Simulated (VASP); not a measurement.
A run of VASP 6.6.1 is set up as follows.

Contents of INCAR:

```
PREC     = Accurate       # precision mode
ENCUT    = 520            # plane-wave cutoff, eV
EDIFF    = 1E-8           # SCF threshold, eV
ISMEAR   = -1             # smearing method
SIGMA    = 0.02           # smearing width, eV
LREAL    = F              # projectors in reciprocal space
LASPH    = T              # aspherical terms in the spheres
NELM     = 60             # most SCF steps
ALGO     = Normal         # electronic algorithm
ISIF     = 2              # what is computed and relaxed
LWAVE    = F              # write WAVECAR
LCHARG   = F              # write CHGCAR
GGA      = PE             # functional
LEFG     = T            
NBANDS   = 36             # bands
```

Contents of KPOINTS:

```
Automatic mesh
0
Gamma
  10 10 2
```

POSCAR

```
SiC
1.0
    1.5233544927     -2.6405537132      0.0000000000
    1.5233544927      2.6405537132      0.0000000000
    0.0000000000      0.0000000000     14.9691430914
Si C
6 6
Direct
    0.1666620629      0.8333379371      0.8577214520
    0.8333379371      0.1666620629      0.3577214520
    0.5001149255      0.4998850745      0.5245066742
    0.4998850745      0.5001149255      0.0245066742
    0.8334420064      0.1665579936      0.6912249935
    0.1665579936      0.8334420064      0.1912249935
    0.5001800041      0.4998199959      0.6498136389
    0.4998199959      0.5001800041      0.1498136389
    0.1666200943      0.8333799057      0.9826819952
    0.8333799057      0.1666200943      0.4826819952
    0.8333969748      0.1666030252      0.8161912462
    0.1666030252      0.8333969748      0.3161912462
```

Potentials or basis: VASP PAW PBE potentials, release 64 (Si, C).

Launch:

```sh
$ cat potpaw_PBE.64/Si/POTCAR potpaw_PBE.64/C/POTCAR > POTCAR
$ mpirun -np 1 vasp_std > vasp.out
```

**Question.** What does it give for the band gap on the k mesh?

**Answer.** 2.01 eV (least direct gap 3.12 eV).

**Question.** Predict the largest force.

**Answer.** 0.008 eV/Å.

**Question.** Predict the pressure.

**Answer.** 10.4 GPa.

Electric field gradients, principal values (V/Å²):
| atom | least | middle | greatest (by size) |
| --- | --- | --- | --- |
| 1 Si | -1.088 | -1.130 | 2.218 |
| 2 Si | -1.088 | -1.130 | 2.218 |
| 3 Si | 0.166 | 0.221 | -0.386 |
| 4 Si | 0.166 | 0.221 | -0.386 |
| 5 Si | -1.323 | -1.362 | 2.685 |
| 6 Si | -1.323 | -1.362 | 2.685 |
| 7 C | -1.101 | -1.234 | 2.335 |
| 8 C | -1.101 | -1.234 | 2.335 |
| 9 C | -0.270 | -0.400 | 0.670 |
| 10 C | -0.270 | -0.400 | 0.670 |
| 11 C | -0.111 | -0.240 | 0.351 |
| 12 C | -0.111 | -0.240 | 0.351 |

Caveat: the cell stands under pressure; without QUAD_EFG the Cq values of the log hold for a quadrupole moment of 1 mb, not for the nuclei. A k mesh can miss the band edges.
